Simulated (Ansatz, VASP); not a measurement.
## Two plane-wave programs on Pt

The input POSCAR:

```
Pt
1.0
    2.9815188650      0.0000000000      0.0000000000
   -1.4907594325      2.5820710790      0.0000000000
    0.0000000000      0.0000000000      4.7921340000
Pt
2
Direct
    0.6666666667      0.3333333333      0.7500000000
    0.3333333333      0.6666666667      0.2500000000
```

File INCAR.step1:

```
SYSTEM = Pt
PREC = Accurate
ENCUT = 520
ISMEAR = 0
SIGMA = 0.15
LREAL = .FALSE.
LASPH = .TRUE.
NELM = 100
NBANDS = 17
GGA = PE
ALGO = Normal
EDIFF = 1E-4
LWAVE = .TRUE.
LCHARG = .FALSE.
```

The input INCAR.step2:

```
SYSTEM = Pt
PREC = Accurate
ENCUT = 520
EDIFF = 1E-6
ISMEAR = 0
SIGMA = 0.15
LREAL = .FALSE.
LASPH = .TRUE.
NELM = 100
ALGO = Normal
ISIF = 2
LWAVE = .FALSE.
LCHARG = .FALSE.
METAGGA = R2SCAN
LMIXTAU = .TRUE.
NBANDS = 17
ISTART = 1
```

KPOINTS

```
regular mesh
0
G
  18 18 10
  0 0 0
```

Input for Ansatz:

```yaml
crystal:
  lattice:
    - [2.981518865, 0.0, 0.0]
    - [-1.4907594325, 2.582071079, 0.0]
    - [0.0, 0.0, 4.792134]
  atoms:
    - { symbol: Pt, position: [0.6666666667, 0.3333333333, 0.75] }
    - { symbol: Pt, position: [0.3333333333, 0.6666666667, 0.25] }
basis:
  ecutwfc: 500
kpoints:
  mp_grid: { grid: [18, 18, 10] }
hamiltonian:
  xc: r2scan
scf:
  occupations: { method: gaussian, width: 0.15 }
output:
  forces: true
  stress: true
  eigenvalues: true
```

Change from the starting cell: strain +0.080 along x and y, +0.000 along z, atoms carried along.

Alike in both runs: task single point; functional r2SCAN; k mesh 18 × 18 × 10; occupations gaussian, width 0.15 eV; no spin polarisation.

|  | VASP | Ansatz |
| --- | --- | --- |
| version | VASP 6.6.1 | Ansatz 0.2.0 |
| potentials or method | VASP PAW PBE potentials, release 64 (Pt), cutoff 520 eV | scalar-relativistic, plane waves, PAW |
| valence electrons in the cell | 20 | 36 |

```tsv
	VASP	Ansatz	Ansatz less VASP
gap on the k mesh at the Fermi level (eV)	none	none	-
pressure (GPa)	-28.7	-28.8	-0.14
traceless stress, the component that is largest in VASP (GPa)	3.29	3.30	+0.010
```

VASP's potentials were made for PBE, not for r2SCAN. A gap of «none» marks a metal or a gap that the smearing closes. Both programs put the cell under strong tension, so it lies far from rest at this level. VASP's potentials hold 20 valence electrons a cell and Ansatz's 36, so a difference there can come from the potentials and not from the codes.

Spin-orbit coupling is off throughout.
